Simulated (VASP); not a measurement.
# Ba (P6/mmm) in VASP: further runs

The runs below take Ba through single point, with RPBE.

Program: VASP 6.6.1. These are calculated values, not measurements. Logs are shortened: lines on timing, memory, paths and dates and some standing lists are left out, and cuts for length are marked.

### Step 1. The cell of the first run

It takes space group P6/mmm (No. 191, hexagonal). Conventional cell: a = 7.596 Å, b = 7.596 Å, c = 4.513 Å, α = 90.00°, β = 90.00°, γ = 120.00°. Ba (site symmetry -6m2) has 11 Ba at 4.39 to 4.93 Å within 5.8 Å.

This isn't the form of Ba at room conditions, which is bcc.

### Step 2. Single point, RPBE (75.18 Å³/atom)

INCAR reads:

```
PREC = Accurate ; ENCUT = 520
EDIFF = 1E-6 ; ISMEAR = -1
SIGMA = 0.1 ; LREAL = False
LASPH = True ; NELM = 100
ALGO = Normal ; ISIF = 2
LWAVE = False ; LCHARG = False
GGA = RP ; NBANDS = 22
```

KPOINTS reads:

```
Automatic mesh
0
Gamma
  6 6 8
```

POSCAR reads:

```
Ba
1.0
    7.5964677910      0.0000000000      0.0000000000
   -3.7982338955      6.5787340860      0.0000000000
    0.0000000000      0.0000000000      4.5130628882
Ba
3
Direct
    1.0000000000      0.0000000000      1.0000000000
    0.3333333333      0.6666666667      0.5000000000
    0.6666666667      0.3333333333      0.5000000000
```

Potentials or basis: VASP PAW PBE potentials, release 64 (Ba_sv).

Run with:

```console
cat potpaw_PBE.64/Ba_sv/POTCAR > POTCAR
mpirun -np 1 vasp_std > vasp.out
```

OUTCAR:

```text
PREC = Accurate
   ENCUT = 520
   EDIFF = 1E-6
   ISMEAR = -1
   LREAL = False
   LASPH = True
   NELM = 100
   ISIF = 2
   GGA = RP

 ion  position               nearest neighbor table
   1  0.000  0.000  0.000-
   2  0.333  0.667  0.500-   3 4.39   3 4.39   3 4.39
   3  0.667  0.333  0.500-   2 4.39   2 4.39   2 4.39

  LATTYP: Found a hexagonal cell.
 ALAT       =     7.5964677910
 C/A-ratio  =     0.5941001808

  Lattice vectors:

 A1 = (   7.5964677910,   0.0000000000,   0.0000000000)
 A2 = (  -3.7982338955,   6.5787340860,   0.0000000000)
 A3 = (   0.0000000000,   0.0000000000,   4.5130628882)

Analysis of symmetry for initial positions (statically):
=====================================================================
 Subroutine PRICEL returns:
 Original cell was already a primitive cell.

 Routine SETGRP: Setting up the symmetry group for a
 hexagonal supercell.

 Subroutine GETGRP returns: Found 24 space group operations
 (whereof 24 operations were pure point group operations)
 out of a pool of 24 trial point group operations.

The static configuration has the point symmetry D_6h.

Analysis of symmetry for dynamics (positions and initial velocities):
=====================================================================
 Subroutine PRICEL returns:
 Original cell was already a primitive cell.

 Routine SETGRP: Setting up the symmetry group for a
 hexagonal supercell.

 Subroutine GETGRP returns: Found 24 space group operations
 (whereof 24 operations were pure point group operations)
 out of a pool of 24 trial point group operations.

The dynamic configuration has the point symmetry D_6h.

 Subroutine INISYM returns: Found 24 space group operations
 (whereof 24 operations are pure point group operations),
 and found     1 'primitive' translations

----------------------------------------------------------------------------------------

                                     Primitive cell

  volume of cell :     225.5410

  direct lattice vectors                    reciprocal lattice vectors
     7.596467791  0.000000000  0.000000000     0.131640129  0.076002464  0.000000000
    -3.798233896  6.578734086  0.000000000     0.000000000  0.152004928  0.000000000
     0.000000000  0.000000000  4.513062888     0.000000000  0.000000000  0.221579008

  length of vectors
[... 79 lines left out ...]
   LNONCOLLINEAR =      F non collinear calculations
   LSORBIT =      F    spin-orbit coupling
   LASPH  =      T    aspherical Exc in radial PAW
   ENCUT  =  520.0 eV  38.22 Ry    6.18 a.u.  14.12 14.12  8.39*2*pi/ulx,y,z
   NELM   =    100;   NELMIN=  2; NELMDL= -5     # of ELM steps
   EDIFF  = 0.1E-05   stopping-criterion for ELM
   LREAL  =      F    real-space projection
   EDIFFG = 0.1E-04   stopping-criterion for IOM
   NSW    =      0    number of steps for IOM
   IBRION =     -1    ionic relax: 0-MD 1-quasi-New 2-CG
   NFREE  =      0    steps in history (QN), initial steepest desc. (CG)
   ISIF   =      2    stress and relaxation
   ISYM   =      2    0-nonsym 1-usesym 2-fastsym
   POTIM  = 0.5000    time-step for ionic-motion
   TEBEG  =    0.0;   TEEND  =   0.0 temperature during run
   PSTRESS=    0.0 pullay stress
   NELECT =      30.0000    total number of electrons
   NUPDOWN=      -1.0000    fix difference up-down
   EMIN   =  10.00;   EMAX   =-10.00  energy-range for DOS
   EFERMI =   0.00;   METHOD = LEGACY
   ISMEAR =    -1;   SIGMA  =   0.10  broadening in eV -4-tet -1-fermi 0-gaus
   EFERMI_NEDOS =   21; number of points for ismear=-14 and -15
   IALGO  =     38    algorithm
   IMIX   =      4    mixing-type and parameters
     AMIX     =   0.40;   BMIX     =  1.00
     AMIX_MAG =   1.60;   BMIX_MAG =  1.00
  volume/ion in A,a.u.               =      75.18       507.34
  Fermi-wavevector in a.u.,A,eV,Ry     =   0.835680  1.579207  9.501784  0.698361
  Thomas-Fermi vector in A             =   1.949279
   LORBIT       =      0    0 simple, 1 ext, 2 COOP (PROOUT), +10 PAW based schemes
   GGA     = RP    functional components
   LHFCALC =     F    Hartree Fock is set to
   AEXX    =    0.0000 exact exchange contribution
   IVDW    =     0    specifies the selected vdW correction
   LEPSILON=     F    determine dielectric tensor
   LRPA    =     F    only Hartree local field effects (RPA)
 non-spin polarized calculation
  energy-cutoff  :      520.00
  volume of cell :      225.54
 maximum number of plane-waves:      6107
   NGX = 29   NGY = 29   NGZ = 17

 number of electron      29.9999999 magnetization

 Free energy of the ion-electron system (eV)
  ---------------------------------------------------
  ext. energy  EPLUGINS =         0.00000000
  ---------------------------------------------------
  free energy    TOTEN  =        -4.97927292 eV

  energy without entropy =       -4.78105952  energy(sigma->0) =       -4.88016622

 E-fermi :   1.2356     XC(G=0):  -6.7561

 val. band max:        1.2273071329   @ k =   0.3333   0.1667   0.5000
 cond. band min:       1.2376360501   @ k =   0.1667   0.1667   0.5000
 fundamental gap:      0.0103289171
 Fermi energy:         1.2355834502

 k-point     1 :       0.0000    0.0000    0.0000
  band No.  band energies     occupation
      1     -28.0623      2.00000
      2     -28.0375      2.00000
      3     -27.9849      2.00000
      4     -13.3126      2.00000
      5     -13.3126      2.00000
      6     -13.1934      2.00000
[... 589 lines left out ...]
     21       2.7884      0.00000
     22       2.8190      0.00000

 [... further k-points ...]

------------------------ aborting loop because EDIFF is reached ----------------------------------------

  FORCE on cell =-STRESS in cart. coord.  units (eV):
  Direction    XX          YY          ZZ          XY          YZ          ZX
  --------------------------------------------------------------------------------------
  -------------------------------------------------------------------------------------
  Total       -0.7088052     -0.7088052     -0.6378720      0.0000000      0.0000000      0.0000000
  in kB       -5.0351460     -5.0351460     -4.5312569      0.0000000      0.0000000      0.0000000
  external PRESSURE =      -4.8671830 kB  Pullay stress =       0.0000000 kB

 VOLUME and BASIS-vectors are now :
 -----------------------------------------------------------------------------
  energy-cutoff  :      520.00
  volume of cell :      225.54
      direct lattice vectors                 reciprocal lattice vectors
     7.596467791  0.000000000  0.000000000     0.131640129  0.076002464  0.000000000
    -3.798233896  6.578734086  0.000000000     0.000000000  0.152004928  0.000000000
     0.000000000  0.000000000  4.513062888     0.000000000  0.000000000  0.221579008

 POSITION                                       TOTAL-FORCE (eV/Angst)
 -----------------------------------------------------------------------------------
      0.00000      0.00000      0.00000         0.000000      0.000000      0.000000
     -0.00000      4.38582      2.25653        -0.000000      0.000000      0.000000
      3.79823      2.19291      2.25653         0.000000     -0.000000      0.000000
 -----------------------------------------------------------------------------------
    total drift:                                0.000000     -0.000000      0.000000

  FREE ENERGIE OF THE ION-ELECTRON SYSTEM (eV)
  ---------------------------------------------------
  free  energy   TOTEN  =        -4.9792729186 eV

  energy  without entropy=       -4.7810595211  energy(sigma->0) =       -4.88016622
```

Wall time 74 s (1 thread of AMD EPYC 9R45 (Zen 5), shared host); peak memory 0.34 GiB.

What came out:

```
Free energy            : -4.9793 eV
Pressure               : -0.5 GPa
Band gap on the k mesh : zero (bands 15 and 16 overlap by 0.51 eV)
```

Caveat: the PAW data sets were made with another functional, which shifts forces and pressure a little; spin-orbit coupling is left out, which moves the levels of the heavy elements.

### Step 3. Single point, RPBE (77.96 Å³/atom)

This run uses another cell than the first one, of 77.96 Å³/atom.

INCAR reads:

```
SYSTEM = Ba
PREC     = Accurate       ! precision mode
ENCUT    = 520            ! plane-wave cutoff, eV
EDIFF    = 1E-6           ! SCF threshold, eV
ISMEAR   = -1             ! smearing method
SIGMA    = 0.1            ! smearing width, eV
LREAL    = .False.        ! projectors in reciprocal space
LASPH    = .True.         ! aspherical terms in the spheres
NELM     = 60             ! most SCF steps
ALGO     = Normal         ! electronic algorithm
ISIF     = 2              ! what is computed and relaxed
LWAVE    = .False.        ! write WAVECAR
LCHARG   = .False.        ! write CHGCAR
GGA      = RP             ! functional
NBANDS   = 22             ! bands
```

KPOINTS reads:

```
regular mesh
0
Gamma
  6 6 8
  0 0 0
```

POSCAR reads:

```
Ba
1.0
    7.6891167731      0.0000000000      0.0000000000
   -3.8445583865      6.6589704582      0.0000000000
    0.0000000000      0.0000000000      4.5681056652
Ba
3
Direct
    1.0000000000      0.0000000000      1.0000000000
    0.3333333333      0.6666666667      0.5000000000
    0.6666666667      0.3333333333      0.5000000000
```

Potentials or basis: VASP PAW PBE potentials, release 64 (Ba_sv).

Run with:

```console
cat potpaw_PBE.64/Ba_sv/POTCAR > POTCAR
mpirun -np 1 vasp_std > vasp.out
```

OUTCAR:

```text
SYSTEM = Ba
   PREC = Accurate
   ENCUT = 520
   EDIFF = 1E-6
   ISMEAR = -1
   LREAL = .False.
   LASPH = .True.
   NELM = 60
   ISIF = 2
   GGA = RP

 ion  position               nearest neighbor table
   1  0.000  0.000  0.000-
   2  0.333  0.667  0.500-   3 4.44   3 4.44   3 4.44
   3  0.667  0.333  0.500-   2 4.44   2 4.44   2 4.44

  LATTYP: Found a hexagonal cell.
 ALAT       =     7.6891167731
 C/A-ratio  =     0.5941001808

[... 792 lines left out ...]

  FORCE on cell =-STRESS in cart. coord.  units (eV):
  Direction    XX          YY          ZZ          XY          YZ          ZX
  --------------------------------------------------------------------------------------
  -------------------------------------------------------------------------------------
  Total       -1.0400385     -1.0400385     -0.9401906     -0.0000000     -0.0000000     -0.0000000
  in kB       -7.1242692     -7.1242692     -6.4403108     -0.0000000     -0.0000000     -0.0000000
  external PRESSURE =      -6.8962831 kB  Pullay stress =       0.0000000 kB

 VOLUME and BASIS-vectors are now :
 -----------------------------------------------------------------------------
  energy-cutoff  :      520.00
  volume of cell :      233.89
      direct lattice vectors                 reciprocal lattice vectors
     7.689116773  0.000000000  0.000000000     0.130053949  0.075086682  0.000000000
    -3.844558387  6.658970458  0.000000000     0.000000000  0.150173365  0.000000000
     0.000000000  0.000000000  4.568105665     0.000000000  0.000000000  0.218909122

 POSITION                                       TOTAL-FORCE (eV/Angst)
 -----------------------------------------------------------------------------------
      0.00000      0.00000      0.00000         0.000000     -0.000000      0.000000
     -0.00000      4.43931      2.28405         0.000000     -0.000000      0.000000
      3.84456      2.21966      2.28405        -0.000000      0.000000      0.000000
 -----------------------------------------------------------------------------------
    total drift:                                0.000000     -0.000000      0.000000

  FREE ENERGIE OF THE ION-ELECTRON SYSTEM (eV)
  ---------------------------------------------------
  free  energy   TOTEN  =        -4.9486207989 eV

  energy  without entropy=       -4.7462699054  energy(sigma->0) =       -4.84744535
```

OSZICAR:

```text
N       E                     dE             d eps       ncg     rms          rms(c)
DAV:   1     0.243454519090E+03    0.24345E+03   -0.11444E+04  1540   0.108E+03
DAV:   2     0.159654314247E+02   -0.22749E+03   -0.22262E+03  2088   0.212E+02
DAV:   3    -0.393677102428E+01   -0.19902E+02   -0.19720E+02  2266   0.696E+01
DAV:   4    -0.489094260373E+01   -0.95417E+00   -0.95067E+00  2390   0.134E+01
DAV:   5    -0.491468387542E+01   -0.23741E-01   -0.23727E-01  2054   0.195E+00    0.249E+00
DAV:   6    -0.493177803286E+01   -0.17094E-01   -0.21669E-02  2186   0.990E-01    0.148E+00
DAV:   7    -0.494750953373E+01   -0.15732E-01   -0.32877E-02  1750   0.161E+00    0.107E-01
DAV:   8    -0.494846397840E+01   -0.95444E-03   -0.16508E-03  2228   0.292E-01    0.588E-02
DAV:   9    -0.494860328316E+01   -0.13930E-03   -0.27134E-04  1942   0.939E-02    0.173E-02
DAV:  10    -0.494862021298E+01   -0.16930E-04   -0.28085E-05  2196   0.316E-02    0.605E-03
DAV:  11    -0.494862079888E+01   -0.58589E-06   -0.50298E-06  2134   0.131E-02
   1 F= -.49486208E+01 E0= -.48474454E+01  d E =-.202351E+00
```

Wall time 96 s (1 thread of Intel Xeon Platinum 8488C (Sapphire Rapids), shared host); peak memory 0.41 GiB.

Results:

```
Free energy            : -4.9486 eV
Pressure               : -0.7 GPa
Band gap on the k mesh : zero (bands 15 and 16 overlap by 0.45 eV)
```

Levels at points of the mesh, in eV from the Fermi level:
```tsv
k point	band 12	band 13	band 14	band 15	band 16	band 17	band 18	band 19
(0.00, 0.00, 0.00)	-14.37	-2.61	-0.21	0.28	0.28	0.33	0.33	0.43
(0.50, 0.00, 0.00)	-14.37	-1.57	-1.53	-0.80	0.60	0.68	0.73	0.75
(0.00, 0.00, 0.50)	-14.42	-0.83	-0.38	-0.17	-0.17	0.02	0.02	1.31
(0.50, 0.00, 0.50)	-14.41	-0.57	-0.57	-0.07	0.25	0.27	0.42	0.71
```

Caveat: the PAW data sets were made with another functional, which shifts forces and pressure a little; spin-orbit coupling is left out, which moves the levels of the heavy elements.
